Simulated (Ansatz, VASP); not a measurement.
**HPt6: VASP beside Ansatz**

```
Pt H
1.0
     5.61458    0.00000    0.00000
    -2.80729    4.86237    0.00000
     0.00000    0.00000   22.61974
Pt H
12 2
Direct
  0.33333 0.16667 0.17684
  0.33333 0.66667 0.17684
  0.83333 0.16667 0.17684
  0.83333 0.66667 0.17684
  0.16667 0.33333 0.27896
  0.16667 0.83333 0.27896
  0.66667 0.33333 0.27896
  0.66667 0.83333 0.27896
  0.00000 0.00000 0.38107
  0.00000 0.50000 0.38107
  0.50000 0.00000 0.38107
  0.50000 0.50000 0.38107
  0.20275 0.40550 0.54022
  0.29725 0.59450 0.54022
```

Alike in both runs: task single point; functional PBE; k mesh 6 × 6 × 1; occupations gaussian, width 0.1 eV; no spin polarisation.

|  | VASP | Ansatz |
| --- | --- | --- |
| version | VASP 6.6.1 | Ansatz 0.2.0 |
| potentials or method | VASP PAW PBE potentials, release 64 (Pt, H), cutoff 520 eV | scalar-relativistic, plane waves, PAW |
| valence electrons in the cell | 122 | 218 |

|  | VASP | Ansatz | Ansatz less VASP |
| --- | --- | --- | --- |
| gap on the k mesh at the Fermi level (eV) | none | none | - |
| rms of the force components (eV/Å) | 0.767 | 0.767 | +0.0001 |

Atom by atom the forces differ by 0.010 eV/Å (rms over components). A gap of «none» marks a metal or a gap that the smearing closes. The functional is the same, so the differences come from potentials, cutoffs and numerics. VASP's potentials hold 122 valence electrons a cell and Ansatz's 218, so a difference there can come from the potentials and not from the codes.

Spin-orbit coupling is off throughout.
